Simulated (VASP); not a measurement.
A run of VASP 6.6.1 is set up as follows.

INCAR

```
PREC = Accurate
ENCUT = 520
EDIFF = 1E-7
ISMEAR = 0
SIGMA = 0.1
LREAL = False
LASPH = True
NELM = 80
ALGO = Normal
ISIF = 2
LWAVE = False
LCHARG = False
GGA = PE
NBANDS = 38
```

File KPOINTS:

```
Automatic mesh
0
Gamma
  4 4 4
```

The input POSCAR:

```
PrBi3H
1.0
    6.0859552240      0.0000000000      0.0000000000
    0.0000000000      6.0859552240      0.0000000000
    0.0000000000      0.0000000000      6.0859552240
Pr Bi H
1 3 1
Direct
    0.5000000000      0.5000000000      0.5000000000
    0.0000000000      0.5000000000      0.5000000000
    0.5000000000      0.0000000000      0.5000000000
    0.5000000000      0.5000000000      0.0000000000
    0.0000000000      0.0000000000      0.0000000000
```

Potentials or basis: VASP PAW PBE potentials, release 64 (Pr, Bi_d, H).

Run with:

```sh
$ cat potpaw_PBE.64/Pr/POTCAR potpaw_PBE.64/Bi_d/POTCAR potpaw_PBE.64/H/POTCAR > POTCAR
$ mpirun -np 1 vasp_std > vasp.out
```

(1) What does it give for the pressure?

Answers

(1) -1.3 GPa.
